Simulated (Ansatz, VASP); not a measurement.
InO in VASP and in Ansatz

INCAR

```
SYSTEM = InO
ALGO     = Normal         ! electronic algorithm
EDIFF    = 1E-6           ! SCF threshold, eV
ENCUT    = 520            ! plane-wave cutoff, eV
GGA      = PS             ! functional
ISIF     = 2              ! what is computed and relaxed
ISMEAR   = 0              ! smearing method
IVDW     = 12             ! dispersion correction
LASPH    = .TRUE.         ! aspherical terms in the spheres
LCHARG   = .FALSE.        ! write CHGCAR
LREAL    = .FALSE.        ! projectors in reciprocal space
LWAVE    = .FALSE.        ! write WAVECAR
NBANDS   = 27             ! bands
NELM     = 80             ! most SCF steps
PREC     = Accurate       ! precision mode
SIGMA    = 0.05           ! smearing width, eV
```

KPOINTS

```
k-points
0
G
  12 12 4
  0 0 0
```

File POSCAR:

```
InO
1.0
    3.5630428479      0.0000000000      0.0000000000
   -1.7815214240      3.0856856211      0.0000000000
    0.0000000000      0.0000000000     14.1633022178
In O
2 2
Direct
    0.6666666667      0.3333333333      0.5886730781
    0.6666666667      0.3333333333      0.4113269219
    0.0000000000      0.0000000000      0.6398171659
    0.0000000000      0.0000000000      0.3601828341
```

Input for Ansatz:

```yaml
crystal:
  lattice:
    - [3.5630428479, 0.0, 0.0]
    - [-1.781521424, 3.0856856211, 0.0]
    - [0.0, 0.0, 14.1633022178]
  atoms:
    - { symbol: In, position: [0.6666666667, 0.3333333333, 0.5886730781] }
    - { symbol: In, position: [0.6666666667, 0.3333333333, 0.4113269219] }
    - { symbol: O, position: [0.0, 0.0, 0.6398171659] }
    - { symbol: O, position: [0.0, 0.0, 0.3601828341] }
basis:
  ecutwfc: 420
kpoints:
  mp_grid: { grid: [12, 12, 4] }
hamiltonian:
  xc: pbesol
  dispersion: d3bj
scf:
  occupations: { method: gaussian, width: 0.05 }
output:
  forces: true
  stress: true
  eigenvalues: true
  write_density: true
  write_potential: true
  elf: true
  volumetric_format: npy
```

Alike in both runs: task single point; functional PBEsol; dispersion D3(BJ); k mesh 12 × 12 × 4; occupations gaussian, width 0.05 eV; no spin polarisation.

|  | VASP | Ansatz |
| --- | --- | --- |
| version | VASP 6.6.1 | Ansatz 0.2.0 |
| potentials or method | VASP PAW PBE potentials, release 64 (In_d, O), cutoff 520 eV | scalar-relativistic, plane waves, PAW |
| valence electrons in the cell | 38 | 38 |

Ansatz gave:

```
gap on the k mesh at the Fermi level (eV) : 0.45
least direct gap on the mesh (eV)         : 1.01
rms of the force components (eV/Å)        : 1.055
```

Q: What did VASP give for the same quantities?

A: gap on the k mesh at the Fermi level (eV): 0.44; least direct gap on the mesh (eV): 1.00; rms of the force components (eV/Å): 1.045.

VASP's potentials were made for PBE, not for PBEsol. Atom by atom the forces differ by 0.015 eV/Å (rms over components). Ansatz's warnings: xc potential rough in thin density.
